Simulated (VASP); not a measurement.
# HfB (Fm-3m) in VASP: single point with r2SCAN

Aim: the single point of HfB with r2SCAN.

All numbers are computed with VASP 6.6.1; they aren't measurements. Logs are shortened: lines on timing, memory, paths and dates and some standing lists are left out, and cuts for length are marked.

**1. The cell of the first run**

The structure is cubic, space group Fm-3m (No. 225). Conventional cell: a = 4.824 Å, b = 4.824 Å, c = 4.824 Å, α = 90.00°, β = 90.00°, γ = 90.00°. Hf (site symmetry m-3m) has 6 B at 2.41 Å within 3.2 Å. Within 3.2 Å of B (site symmetry m-3m) lie 6 Hf at 2.41 Å.

**2. Single point, r2SCAN**

Input file POSCAR:

```
HfB
1.0
    0.0000000000      2.4120349029      2.4120349029
    2.4120349029      0.0000000000      2.4120349029
    2.4120349029      2.4120349029      0.0000000000
Hf B
1 1
Direct
    0.5000000000      0.5000000000      0.5000000000
    0.0000000000      0.0000000000      0.0000000000
```

Input file INCAR.step1:

```
PREC     = Accurate       # precision mode
ENCUT    = 550            # plane-wave cutoff, eV
ISMEAR   = -1             # smearing method
SIGMA    = 0.05           # smearing width, eV
LREAL    = False          # projectors in reciprocal space
LASPH    = True           # aspherical terms in the spheres
NELM     = 120            # most SCF steps
NBANDS   = 14             # bands
GGA      = PE             # functional
ALGO     = Normal         # electronic algorithm
EDIFF    = 1E-5           # SCF threshold, eV
LWAVE    = True           # write WAVECAR
LCHARG   = False          # write CHGCAR
GGA_COMPAT= False
```

Input file INCAR.step2:

```
PREC     = Accurate       # precision mode
ENCUT    = 550            # plane-wave cutoff, eV
EDIFF    = 1E-6           # SCF threshold, eV
ISMEAR   = -1             # smearing method
SIGMA    = 0.05           # smearing width, eV
LREAL    = False          # projectors in reciprocal space
LASPH    = True           # aspherical terms in the spheres
NELM     = 120            # most SCF steps
ALGO     = Normal         # electronic algorithm
ISIF     = 2              # what is computed and relaxed
LWAVE    = False          # write WAVECAR
LCHARG   = True           # write CHGCAR
METAGGA  = R2SCAN         # meta-GGA
LMIXTAU  = True         
LELF     = True           # ELF
LVHAR    = True         
NBANDS   = 14             # bands
ISTART   = 1            
GGA_COMPAT= False
```

Input file KPOINTS:

```
Automatic mesh
0
Gamma
  12 12 12
```

Potentials or basis: VASP PAW PBE potentials, release 64 (Hf_pv, B).

Started as:

```sh
$ cat potpaw_PBE.64/Hf_pv/POTCAR potpaw_PBE.64/B/POTCAR > POTCAR
$ cp INCAR.step1 INCAR
$ mpirun -np 1 vasp_std > vasp.out
$ cp INCAR.step2 INCAR
$ mpirun -np 1 vasp_std > vasp.out
```

OUTCAR:

```text
PREC = Accurate
   ENCUT = 550
   EDIFF = 1E-6
   ISMEAR = -1
   LREAL = False
   LASPH = True
   NELM = 120
   ISIF = 2
   METAGGA = R2SCAN
   ISTART = 1

 ion  position               nearest neighbor table
   1  0.500  0.500  0.500-   2 2.41   2 2.41   2 2.41   2 2.41   2 2.41   2 2.41
   2  0.000  0.000  0.000-   1 2.41   1 2.41   1 2.41   1 2.41   1 2.41   1 2.41

  LATTYP: Found a face centered cubic cell.
 ALAT       =     4.8240698058

  Lattice vectors:

 A1 = (   0.0000000000,   2.4120349029,   2.4120349029)
 A2 = (   2.4120349029,   0.0000000000,   2.4120349029)
 A3 = (   2.4120349029,   2.4120349029,   0.0000000000)

Analysis of symmetry for initial positions (statically):
=====================================================================
 Subroutine PRICEL returns:
 Original cell was already a primitive cell.

 Routine SETGRP: Setting up the symmetry group for a
 face centered cubic supercell.

 Subroutine GETGRP returns: Found 48 space group operations
 (whereof 48 operations were pure point group operations)
 out of a pool of 48 trial point group operations.

The static configuration has the point symmetry O_h .

Analysis of symmetry for dynamics (positions and initial velocities):
=====================================================================
 Subroutine PRICEL returns:
 Original cell was already a primitive cell.

 Routine SETGRP: Setting up the symmetry group for a
 face centered cubic supercell.

 Subroutine GETGRP returns: Found 48 space group operations
 (whereof 48 operations were pure point group operations)
 out of a pool of 48 trial point group operations.

The dynamic configuration has the point symmetry O_h .

 Subroutine INISYM returns: Found 48 space group operations
 (whereof 48 operations are pure point group operations),
 and found     1 'primitive' translations

----------------------------------------------------------------------------------------

                                     Primitive cell

  volume of cell :      28.0660

  direct lattice vectors                    reciprocal lattice vectors
     0.000000000  2.412034903  2.412034903    -0.207293849  0.207293849  0.207293849
     2.412034903  0.000000000  2.412034903     0.207293849 -0.207293849  0.207293849
     2.412034903  2.412034903  0.000000000     0.207293849  0.207293849 -0.207293849

  length of vectors
     3.411132473  3.411132473  3.411132473     0.359043479  0.359043479  0.359043479

  position of ions in fractional coordinates (direct lattice)
     0.500000000  0.500000000  0.500000000
     0.000000000  0.000000000  0.000000000

  ion indices of the primitive-cell ions
   primitive index   ion index
                 1           1
                 2           2

----------------------------------------------------------------------------------------

 KPOINTS: Automatic mesh

Automatic generation of k-mesh.
 Grid dimensions read from file:
 generate k-points for:   12   12   12

 Generating k-lattice:

  Cartesian coordinates                     Fractional coordinates (reciprocal lattice)
    -0.017274487  0.017274487  0.017274487     0.083333333  0.000000000  0.000000000
     0.017274487 -0.017274487  0.017274487     0.000000000  0.083333333  0.000000000
     0.017274487  0.017274487 -0.017274487     0.000000000  0.000000000  0.083333333

  Length of vectors
     0.029920290  0.029920290  0.029920290

  Shift w.r.t. Gamma in fractional coordinates (k-lattice)
     0.000000000  0.000000000  0.000000000

 Subroutine IBZKPT returns following result:
 ===========================================

 Found     72 irreducible k-points:

 Following reciprocal coordinates:
            Coordinates               Weight
  0.000000  0.000000  0.000000      1.000000
  0.083333  0.000000  0.000000      8.000000
  0.166667  0.000000  0.000000      8.000000
  0.250000  0.000000  0.000000      8.000000
  0.333333  0.000000  0.000000      8.000000
  0.416667  0.000000  0.000000      8.000000
[... 16 lines left out ...]
  0.500000  0.166667  0.000000     24.000000
 -0.416667  0.166667  0.000000     24.000000
 [... further k-points ...]
   k-points           NKPTS =     72   k-points in BZ     NKDIM =     72   number of bands    NBANDS=     14
   number of dos      NEDOS =    301   number of ions     NIONS =      2
   total plane-waves  NPLWV =  21952
   dimension x,y,z NGX =    28 NGY =   28 NGZ =   28
   dimension x,y,z NGXF=    56 NGYF=   56 NGZF=   56
   ions per type =               1   1
   NGX,Y,Z   is equivalent  to a cutoff of  13.65, 13.65, 13.65 a.u.
   NGXF,Y,Z  is equivalent  to a cutoff of  27.29, 27.29, 27.29 a.u.
 SYSTEM =  unknown system
   PREC   = accura    normal or accurate (medium, high low for compatibility)
   ISTART =      1    job   : 0-new  1-cont  2-samecut
   ICHARG =      0    charge: 1-file 2-atom 10-const
   ISPIN  =      1    spin polarized calculation?
   LNONCOLLINEAR =      F non collinear calculations
   LSORBIT =      F    spin-orbit coupling
   LASPH  =      T    aspherical Exc in radial PAW
   ENCUT  =  550.0 eV  40.42 Ry    6.36 a.u.   6.52  6.52  6.52*2*pi/ulx,y,z
   NELM   =    120;   NELMIN=  2; NELMDL=  0     # of ELM steps
   EDIFF  = 0.1E-05   stopping-criterion for ELM
   LREAL  =      F    real-space projection
   EDIFFG = 0.1E-04   stopping-criterion for IOM
   NSW    =      0    number of steps for IOM
   IBRION =     -1    ionic relax: 0-MD 1-quasi-New 2-CG
   NFREE  =      0    steps in history (QN), initial steepest desc. (CG)
   ISIF   =      2    stress and relaxation
   ISYM   =      2    0-nonsym 1-usesym 2-fastsym
   POTIM  = 0.5000    time-step for ionic-motion
   TEBEG  =    0.0;   TEEND  =   0.0 temperature during run
   PSTRESS=    0.0 pullay stress
   NELECT =      13.0000    total number of electrons
   NUPDOWN=      -1.0000    fix difference up-down
   EMIN   =  10.00;   EMAX   =-10.00  energy-range for DOS
   EFERMI =   0.00;   METHOD = LEGACY
   ISMEAR =    -1;   SIGMA  =   0.05  broadening in eV -4-tet -1-fermi 0-gaus
   EFERMI_NEDOS =   21; number of points for ismear=-14 and -15
   IALGO  =     38    algorithm
   IMIX   =      4    mixing-type and parameters
     AMIX     =   0.40;   BMIX     =  1.00
     AMIX_MAG =   1.60;   BMIX_MAG =  1.00
  volume/ion in A,a.u.               =      14.03        94.70
  Fermi-wavevector in a.u.,A,eV,Ry     =   1.266667  2.393653 21.829794  1.604445
  Thomas-Fermi vector in A             =   2.399855
   LORBIT       =      0    0 simple, 1 ext, 2 COOP (PROOUT), +10 PAW based schemes
   METAGGA = R2SCAN    functional components
   LHFCALC =     F    Hartree Fock is set to
   AEXX    =    0.0000 exact exchange contribution
   IVDW    =     0    specifies the selected vdW correction
   LEPSILON=     F    determine dielectric tensor
   LRPA    =     F    only Hartree local field effects (RPA)
 non-spin polarized calculation
  energy-cutoff  :      550.00
  volume of cell :       28.07
 maximum number of plane-waves:       869
 NGX is ok and might be reduce to    28
   NGX = 13   NGY = 13   NGZ = 13

 number of electron      13.0000000 magnetization

 Free energy of the ion-electron system (eV)
  ---------------------------------------------------
  ext. energy  EPLUGINS =         0.00000000
  ---------------------------------------------------
  free energy    TOTEN  =       -53.45087283 eV

  energy without entropy =      -53.44476774  energy(sigma->0) =      -53.44782028

 E-fermi :   4.2651     XC(G=0): -12.5432

 val. band max:        4.2068628063   @ k =   0.5000   0.2500   0.0000
 cond. band min:       4.2783076809   @ k =   0.2500   0.0000   0.0000
 fundamental gap:      0.0714448747
 Fermi energy:         4.2650510084

 k-point     1 :       0.0000    0.0000    0.0000
  band No.  band energies     occupation
      1     -25.8625      2.00000
      2     -25.8625      2.00000
      3     -25.8625      2.00000
      4      -5.4988      2.00000
      5       6.5636      0.00000
      6       6.5636      0.00000
      7       6.5637      0.00000
      8       8.0184      0.00000
      9       8.0184      0.00000
     10       8.0184      0.00000
     11       8.1317      0.00000
     12       8.1317      0.00000
     13      15.9873      0.00000
     14      16.0912      0.00000

 k-point     2 :       0.0833    0.0000    0.0000
  band No.  band energies     occupation
      1     -25.8953      2.00000
      2     -25.8659      2.00000
      3     -25.8659      2.00000
      4      -5.3214      2.00000
      5       5.8511      0.00000
      6       6.2738      0.00000
      7       6.2738      0.00000
      8       7.1230      0.00000
      9       7.1230      0.00000
     10       8.3751      0.00000
     11       9.6793      0.00000
     12       9.6793      0.00000
     13      16.3609      0.00000
     14      16.4419      0.00000

 k-point     3 :       0.1667    0.0000    0.0000
  band No.  band energies     occupation
      1     -25.9836      2.00000
      2     -25.8752      2.00000
      3     -25.8752      2.00000
      4      -4.8078      2.00000
      5       4.5674      0.00472
      6       5.2201      0.00000
      7       5.2201      0.00000
      8       7.4417      0.00000
      9       7.4417      0.00000
     10       8.7799      0.00000
     11      11.4729      0.00000
     12      11.4729      0.00000
     13      16.9312      0.00000
     14      17.6073      0.00000
[... 324 lines left out ...]
 k-point    23 :       0.5000    0.1667    0.0000
  band No.  band energies     occupation
      1     -26.2802      2.00000
      2     -25.9832      2.00000
      3     -25.9421      2.00000
      4      -1.5029      2.00000
      5       0.5051      2.00000
      6       2.9804      2.00000
      7       3.5674      2.00000
      8       8.6338      0.00000
      9      10.5363      0.00000
     10      11.1224      0.00000
     11      14.2196      0.00000
     12      14.7880      0.00000
     13      16.8031      0.00000
     14      17.6468      0.00000

 k-point    24 :      -0.4167    0.1667    0.0000
  band No.  band energies     occupation
      1     -26.2845      2.00000
      2     -25.9994      2.00000
      3     -25.9307      2.00000
      4      -1.1519      2.00000
      5       0.1556      2.00000
      6       2.9866      2.00000
      7       3.3245      2.00000
      8       9.6811      0.00000
      9      10.0087      0.00000
     10      10.7213      0.00000
     11      14.3841      0.00000
     12      15.1100      0.00000
     13      16.3008      0.00000
     14      17.6469      0.00000

 [... further k-points ...]

------------------------ aborting loop because EDIFF is reached ----------------------------------------

  FORCE on cell =-STRESS in cart. coord.  units (eV):
  Direction    XX          YY          ZZ          XY          YZ          ZX
  --------------------------------------------------------------------------------------
  -------------------------------------------------------------------------------------
  Total       -0.0284843     -0.0284843     -0.0284843      0.0000000     -0.0000000      0.0000000
  in kB       -1.6260576     -1.6260576     -1.6260576      0.0000000     -0.0000000      0.0000000
  external PRESSURE =      -1.6260576 kB  Pullay stress =       0.0000000 kB

 VOLUME and BASIS-vectors are now :
 -----------------------------------------------------------------------------
  energy-cutoff  :      550.00
  volume of cell :       28.07
      direct lattice vectors                 reciprocal lattice vectors
     0.000000000  2.412034903  2.412034903    -0.207293849  0.207293849  0.207293849
     2.412034903  0.000000000  2.412034903     0.207293849 -0.207293849  0.207293849
     2.412034903  2.412034903  0.000000000     0.207293849  0.207293849 -0.207293849

 POSITION                                       TOTAL-FORCE (eV/Angst)
 -----------------------------------------------------------------------------------
      2.41203      2.41203      2.41203        -0.000000      0.000000     -0.000000
      0.00000      0.00000      0.00000         0.000000      0.000000      0.000000
 -----------------------------------------------------------------------------------
    total drift:                                0.000000      0.000000      0.000000

  FREE ENERGIE OF THE ION-ELECTRON SYSTEM (eV)
  ---------------------------------------------------
  free  energy   TOTEN  =       -53.4508728283 eV

  energy  without entropy=      -53.4447677371  energy(sigma->0) =      -53.44782028
```

It took 87 s on 1 thread of Intel Xeon Platinum 8488C (Sapphire Rapids), shared host; peak memory 0.18 GiB.

Results:

| Item | Value |
| --- | --- |
| Free energy | -53.4509 eV |
| Pressure | -0.2 GPa |

Caveat: the PAW data sets were made with another functional, which shifts forces and pressure a little; spin-orbit coupling is left out, which moves the levels of the heavy elements.
